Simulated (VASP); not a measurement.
# YbB2 (P6/mmm) in VASP: relaxation of shape and atoms at fixed volume with PBE

Aim: the relaxation of shape and atoms at fixed volume of YbB2 with PBE.

All numbers are computed with VASP 6.6.1; they aren't measurements. Logs are shortened: lines on timing, memory, paths and dates and some standing lists are left out, and cuts for length are marked.

### Step 1. The cell of the first run

The structure is hexagonal, space group P6/mmm (No. 191). Conventional cell: a = 3.318 Å, b = 3.318 Å, c = 3.972 Å, α = 90.00°, β = 90.00°, γ = 120.00°. Within 3.6 Å of Yb (site symmetry 6/mmm) lie 12 B at 2.76 Å and 6 Yb at 3.32 Å. Within 2.5 Å of B (site symmetry -6m2) lie 3 B at 1.92 Å.

### Step 2. Relaxation of shape and atoms at fixed volume, PBE (12.62 Å³/atom)

The input, INCAR:

```
  PREC = Accurate
  ENCUT = 600
  EDIFF = 1E-6
  ISMEAR = 0
  SIGMA = 0.1
  LREAL = False
  LASPH = True
  NELM = 80
  ALGO = Normal
  ISIF = 4
  LWAVE = False
  LCHARG = False
  GGA = PE
  IBRION = 2
  NSW = 50
  EDIFFG = -0.01
```

The input, KPOINTS:

```
regular mesh
0
Gamma
  15 15 12
```

The input, POSCAR:

```
YbB2
1.0
    3.3175326299      0.0000000000      0.0000000000
   -1.6587663149      2.8730675353      0.0000000000
    0.0000000000      0.0000000000      3.9718194692
Yb B
1 2
Direct
    0.0000000000      0.0000000000      0.0000000000
    0.3333333333      0.6666666667      0.5000000000
    0.6666666667      0.3333333333      0.5000000000
```

Potentials or basis: VASP PAW PBE potentials, release 64 (Yb, B).

The run is started by

```sh
$ cat potpaw_PBE.64/Yb/POTCAR potpaw_PBE.64/B/POTCAR > POTCAR
$ mpirun -np 1 vasp_std > vasp.out
```

OUTCAR:

```text
PREC = Accurate
   ENCUT = 600
   EDIFF = 1E-6
   ISMEAR = 0
   LREAL = False
   LASPH = True
   NELM = 80
   ISIF = 4
   GGA = PE
   IBRION = 2
   NSW = 50
   EDIFFG = -0.01

 ion  position               nearest neighbor table
   1  0.000  0.000  0.000-   2 2.76   3 2.76   2 2.76   3 2.76   2 2.76   2 2.76   3 2.76   3 2.76
                             3 2.76   3 2.76   2 2.76   2 2.76
   2  0.333  0.667  0.500-   3 1.92   3 1.92   3 1.92   1 2.76   1 2.76   1 2.76   1 2.76   1 2.76
                             1 2.76
   3  0.667  0.333  0.500-   2 1.92   2 1.92   2 1.92   1 2.76   1 2.76   1 2.76   1 2.76   1 2.76
                             1 2.76

  LATTYP: Found a hexagonal cell.
 ALAT       =     3.3175326299
 C/A-ratio  =     1.1972209206

  Lattice vectors:

 A1 = (   3.3175326299,   0.0000000000,   0.0000000000)
 A2 = (  -1.6587663149,   2.8730675353,   0.0000000000)
 A3 = (   0.0000000000,   0.0000000000,   3.9718194692)

Analysis of symmetry for initial positions (statically):
=====================================================================
 Subroutine PRICEL returns:
 Original cell was already a primitive cell.

 Routine SETGRP: Setting up the symmetry group for a
 hexagonal supercell.

 Subroutine GETGRP returns: Found 24 space group operations
 (whereof 24 operations were pure point group operations)
 out of a pool of 24 trial point group operations.

The static configuration has the point symmetry D_6h.

Analysis of symmetry for dynamics (positions and initial velocities):
=====================================================================
 Subroutine PRICEL returns:
 Original cell was already a primitive cell.

 Routine SETGRP: Setting up the symmetry group for a
 hexagonal supercell.

 Subroutine GETGRP returns: Found 24 space group operations
 (whereof 24 operations were pure point group operations)
 out of a pool of 24 trial point group operations.

The dynamic configuration has the point symmetry D_6h.

 Subroutine INISYM returns: Found 24 space group operations
 (whereof 24 operations are pure point group operations),
 and found     1 'primitive' translations

----------------------------------------------------------------------------------------

                                     Primitive cell

  volume of cell :      37.8574

  direct lattice vectors                    reciprocal lattice vectors
     3.317532630  0.000000000  0.000000000     0.301428836  0.174030020  0.000000000
    -1.658766315  2.873067535  0.000000000     0.000000000  0.348060040  0.000000000
     0.000000000  0.000000000  3.971819469     0.000000000  0.000000000  0.251773780

  length of vectors
     3.317532630  3.317532630  3.971819469     0.348060040  0.348060040  0.251773780

  position of ions in fractional coordinates (direct lattice)
     0.000000000  0.000000000  0.000000000
     0.333333333  0.666666667  0.500000000
     0.666666667  0.333333333  0.500000000

  ion indices of the primitive-cell ions
   primitive index   ion index
                 1           1
                 2           2
                 3           3

----------------------------------------------------------------------------------------

 KPOINTS: regular mesh

Automatic generation of k-mesh.
 Grid dimensions read from file:
 generate k-points for:   15   15   12

 Generating k-lattice:

  Cartesian coordinates                     Fractional coordinates (reciprocal lattice)
[... 55 lines left out ...]
   LNONCOLLINEAR =      F non collinear calculations
   LSORBIT =      F    spin-orbit coupling
   LASPH  =      T    aspherical Exc in radial PAW
   ENCUT  =  600.0 eV  44.10 Ry    6.64 a.u.   6.63  6.63  7.93*2*pi/ulx,y,z
   NELM   =     80;   NELMIN=  2; NELMDL= -5     # of ELM steps
   EDIFF  = 0.1E-05   stopping-criterion for ELM
   LREAL  =      F    real-space projection
   EDIFFG = -.1E-01   stopping-criterion for IOM
   NSW    =     50    number of steps for IOM
   IBRION =      2    ionic relax: 0-MD 1-quasi-New 2-CG
   NFREE  =      1    steps in history (QN), initial steepest desc. (CG)
   ISIF   =      4    stress and relaxation
   ISYM   =      2    0-nonsym 1-usesym 2-fastsym
   POTIM  = 0.5000    time-step for ionic-motion
   TEBEG  =    0.0;   TEEND  =   0.0 temperature during run
   PSTRESS=    0.0 pullay stress
   NELECT =      30.0000    total number of electrons
   NUPDOWN=      -1.0000    fix difference up-down
   EMIN   =  10.00;   EMAX   =-10.00  energy-range for DOS
   EFERMI =   0.00;   METHOD = LEGACY
   ISMEAR =     0;   SIGMA  =   0.10  broadening in eV -4-tet -1-fermi 0-gaus
   EFERMI_NEDOS =   21; number of points for ismear=-14 and -15
   IALGO  =     38    algorithm
   IMIX   =      4    mixing-type and parameters
     AMIX     =   0.40;   BMIX     =  1.00
     AMIX_MAG =   1.60;   BMIX_MAG =  1.00
  volume/ion in A,a.u.               =      12.62        85.16
  Fermi-wavevector in a.u.,A,eV,Ry     =   1.514950  2.862841 31.226386  2.295075
  Thomas-Fermi vector in A             =   2.624539
   LORBIT       =      0    0 simple, 1 ext, 2 COOP (PROOUT), +10 PAW based schemes
   GGA     = PE    functional components
   LHFCALC =     F    Hartree Fock is set to
   AEXX    =    0.0000 exact exchange contribution
   IVDW    =     0    specifies the selected vdW correction
   LEPSILON=     F    determine dielectric tensor
   LRPA    =     F    only Hartree local field effects (RPA)
 conjugate gradient relaxation of ions
 non-spin polarized calculation
 Gauss-broadening in eV      SIGMA  =   0.10
  energy-cutoff  :      600.00
  volume of cell :       37.86
 maximum number of plane-waves:      1289
 NGX is ok and might be reduce to    28
   NGX = 13   NGY = 13   NGZ = 15

--------------------------------------- Ionic step        1  -------------------------------------------

 number of electron      30.0000005 magnetization

 Free energy of the ion-electron system (eV)
  ---------------------------------------------------
  ext. energy  EPLUGINS =         0.00000000
  ---------------------------------------------------
  free energy    TOTEN  =       -18.03970018 eV

  energy without entropy =      -18.02218261  energy(sigma->0) =      -18.03094140

------------------------ aborting loop because EDIFF is reached ----------------------------------------

  FORCE on cell =-STRESS in cart. coord.  units (eV):
  Direction    XX          YY          ZZ          XY          YZ          ZX
  --------------------------------------------------------------------------------------
  -------------------------------------------------------------------------------------
  Total       -2.5543890     -2.5543890     -2.4465943     -0.0000000     -0.0000000      0.0000000
  in kB     -108.1053218   -108.1053218   -103.5432988     -0.0000000     -0.0000000      0.0000000
  external PRESSURE =    -106.5846475 kB  Pullay stress =       0.0000000 kB

 VOLUME and BASIS-vectors are now :
 -----------------------------------------------------------------------------
  energy-cutoff  :      600.00
  volume of cell :       37.86
      direct lattice vectors                 reciprocal lattice vectors
     3.317532630  0.000000000  0.000000000     0.301428836  0.174030020  0.000000000
    -1.658766315  2.873067535  0.000000000     0.000000000  0.348060040  0.000000000
     0.000000000  0.000000000  3.971819469     0.000000000  0.000000000  0.251773780

 POSITION                                       TOTAL-FORCE (eV/Angst)
 -----------------------------------------------------------------------------------
      0.00000      0.00000      0.00000        -0.000000      0.000000      0.000000
     -0.00000      1.91538      1.98591        -0.000000      0.000000      0.000000
      1.65877      0.95769      1.98591         0.000000      0.000000      0.000000
 -----------------------------------------------------------------------------------
    total drift:                               -0.000000      0.000000      0.000000

  FREE ENERGIE OF THE ION-ELECTRON SYSTEM (eV)
  ---------------------------------------------------
  free  energy   TOTEN  =       -18.0397001772 eV

  energy  without entropy=      -18.0221826140  energy(sigma->0) =      -18.03094140

--------------------------------------- Ionic step        2  -------------------------------------------

 number of electron      30.0000006 magnetization

 Free energy of the ion-electron system (eV)
  ---------------------------------------------------
  ext. energy  EPLUGINS =         0.00000000
  ---------------------------------------------------
  free energy    TOTEN  =       -18.03976487 eV

  energy without entropy =      -18.02230397  energy(sigma->0) =      -18.03103442

 E-fermi :   3.5467     XC(G=0): -11.7724

 val. band max:        3.5462237088   @ k =   0.4000   0.0000   0.0833
 cond. band min:       3.5485949199   @ k =   0.2000   0.0000   0.0000
 fundamental gap:      0.0023712111
 Fermi energy:         3.5467441751

 k-point     1 :       0.0000    0.0000    0.0000
  band No.  band energies     occupation
      1     -47.4362      2.00000
      2     -19.6166      2.00000
      3     -19.3663      2.00000
      4     -19.3663      2.00000
      5      -7.1402      2.00000
      6       1.8882      2.00000
[... 505 lines left out ...]
      6      -2.7407      2.00000
[... 11 lines left out ...]
     18       8.5954      0.00000
     19      10.6753      0.00000

 [... further k-points ...]
[... 5 lines left out ...]
  --------------------------------------------------------------------------------------
  -------------------------------------------------------------------------------------
  Total       -2.4816811     -2.4816811     -2.4659378     -0.0000000     -0.0000000      0.0000000
  in kB     -105.0282249   -105.0282249   -104.3619434     -0.0000000     -0.0000000      0.0000000
  external PRESSURE =    -104.8061311 kB  Pullay stress =       0.0000000 kB

 VOLUME and BASIS-vectors are now :
 -----------------------------------------------------------------------------
  energy-cutoff  :      600.00
  volume of cell :       37.86
      direct lattice vectors                 reciprocal lattice vectors
     3.315616828 -0.000000000  0.000000000     0.301603005  0.174130576  0.000000000
    -1.657808414  2.871408402 -0.000000000     0.000000000  0.348261153  0.000000000
     0.000000000 -0.000000000  3.976410721     0.000000000  0.000000000  0.251483076

 POSITION                                       TOTAL-FORCE (eV/Angst)
 -----------------------------------------------------------------------------------
      3.31562     -0.00000      0.00000        -0.000000      0.000000      0.000000
     -0.00000      1.91427      1.98821         0.000000      0.000000      0.000000
      1.65781      0.95714      1.98821        -0.000000     -0.000000     -0.000000
 -----------------------------------------------------------------------------------
    total drift:                                0.000000      0.000000     -0.000000

  FREE ENERGIE OF THE ION-ELECTRON SYSTEM (eV)
  ---------------------------------------------------
  free  energy   TOTEN  =       -18.0397648673 eV

  energy  without entropy=      -18.0223039743  energy(sigma->0) =      -18.03103442

 reached required accuracy - stopping structural energy minimisation
```

It took 6.4 min on 1 thread of Intel Xeon 6975P-C (Granite Rapids), shared host; peak memory 0.34 GiB.

What came out:

| Item | Value |
| --- | --- |
| Free energy | -18.0398 eV |
| Energy gained by relaxing | 0.0 meV/atom |
| Ionic steps | 2 |
| Pressure after relaxing | -10.5 GPa |
| Band gap on the k mesh | zero (bands 15 and 16 overlap by 1.15 eV) |

Final structure:
```yaml
crystal:
  lattice:
    - [3.31562, 0.00000, 0.00000]
    - [-1.65781, 2.87141, 0.00000]
    - [0.00000, 0.00000, 3.97641]
  atoms:
    - { symbol: Yb, position: [0.00000, 0.00000, 0.00000] }
    - { symbol: B, position: [0.33333, 0.66667, 0.50000] }
    - { symbol: B, position: [0.66667, 0.33333, 0.50000] }
```

Caveat: spin-orbit coupling is left out, which moves the levels of the heavy elements. Spin polarisation is off, so any magnetic state and its effect on volume and gap are missing.
